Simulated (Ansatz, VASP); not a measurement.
This is a calculation of NaCl for Ansatz 0.2.0.

input.yaml

```yaml
crystal:
  lattice:
    - [0.0, 2.7753105505, 2.7753105505]
    - [2.7753105505, 0.0, 2.7753105505]
    - [2.7753105505, 2.7753105505, 0.0]
  atoms:
    - { symbol: Cl, position: [0.5, 0.5, 0.5] }
    - { symbol: Na, position: [0.0, 0.0, 0.0] }
hamiltonian:
  xc: { exchange: pbe, correlation: pbe, exx: { coeff: 0.25, omega: 0.3 } }
  pseudopotentials: { kind: paw }
kpoints:
  mp_grid: { grid: [4, 4, 4] }
scf:
  occupations: { method: fermi_dirac, width: 0.05 }
output:
  forces: true
  stress: true
  eigenvalues: true
```

Potentials or basis: Ansatz PAW.

Launch:

```sh
$ ansatz run input.yaml --threads 2 --pin off --max-ram 5632MiB --backend cpu --events-out ev --progress --plain --runs-dir out
```

Q: Set up the same calculation for VASP 6.6.1. Potentials there: VASP PAW PBE potentials, release 64 (Cl, Na_pv).

A: As run (the cutoff follows the program's own potentials):

The input POSCAR:

```
NaCl
1.0
    0.0000000000      2.7753105505      2.7753105505
    2.7753105505      0.0000000000      2.7753105505
    2.7753105505      2.7753105505      0.0000000000
Cl Na
1 1
Direct
    0.5000000000      0.5000000000      0.5000000000
    0.0000000000      0.0000000000      0.0000000000
```

INCAR.step1

```
SYSTEM = NaCl
ALGO     = Normal         ! electronic algorithm
EDIFF    = 1E-5           ! SCF threshold, eV
ENCUT    = 520            ! plane-wave cutoff, eV
GGA      = PE             ! functional
ISIF     = 2              ! what is computed and relaxed
ISMEAR   = -1             ! smearing method
LASPH    = .TRUE.         ! aspherical terms in the spheres
LCHARG   = .FALSE.        ! write CHGCAR
LREAL    = .FALSE.        ! projectors in reciprocal space
LWAVE    = .TRUE.         ! write WAVECAR
NBANDS   = 14             ! bands
NELM     = 60             ! most SCF steps
PREC     = Accurate       ! precision mode
SIGMA    = 0.05           ! smearing width, eV
```

Contents of INCAR.step2:

```
SYSTEM = NaCl
AEXX     = 0.25           ! exact-exchange fraction
ALGO     = Normal         ! electronic algorithm
EDIFF    = 1E-6           ! SCF threshold, eV
ENCUT    = 520            ! plane-wave cutoff, eV
GGA      = PE             ! functional
HFSCREEN = 0.3            ! screening, 1/A
ISIF     = 2              ! what is computed and relaxed
ISMEAR   = -1             ! smearing method
ISTART   = 1            
LASPH    = .TRUE.         ! aspherical terms in the spheres
LCHARG   = .FALSE.        ! write CHGCAR
LHFCALC  = .TRUE.         ! exact exchange
LREAL    = .FALSE.        ! projectors in reciprocal space
LWAVE    = .FALSE.        ! write WAVECAR
NBANDS   = 14             ! bands
NELM     = 60             ! most SCF steps
PREC     = Accurate       ! precision mode
PRECFOCK = Normal       
SIGMA    = 0.05           ! smearing width, eV
```

Contents of KPOINTS:

```
k-points
0
G
  4 4 4
  0 0 0
```

Potentials or basis: VASP PAW PBE potentials, release 64 (Cl, Na_pv).

Command:

```sh
$ cat potpaw_PBE.64/Cl/POTCAR potpaw_PBE.64/Na_pv/POTCAR > POTCAR
$ cp INCAR.step1 INCAR
$ mpirun -np 1 vasp_std > vasp.out
$ cp INCAR.step2 INCAR
$ mpirun -np 1 vasp_std > vasp.out
```

Both were run:

|  | VASP | Ansatz | Ansatz less VASP |
| --- | --- | --- | --- |
| gap on the k mesh at the Fermi level (eV) | 6.43 | 6.44 | +0.009 |
| least direct gap on the mesh (eV) | 6.43 | 6.44 | +0.009 |
| pressure (GPa) | 1.6 | 1.6 | -0.03 |

VASP's potentials were made for PBE, not for PBE-based screened hybrid. VASP's potentials hold 14 valence electrons a cell and Ansatz's 16, so a difference there can come from the potentials and not from the codes.

The k mesh is coarse, so the values compare programs but aren't converged.
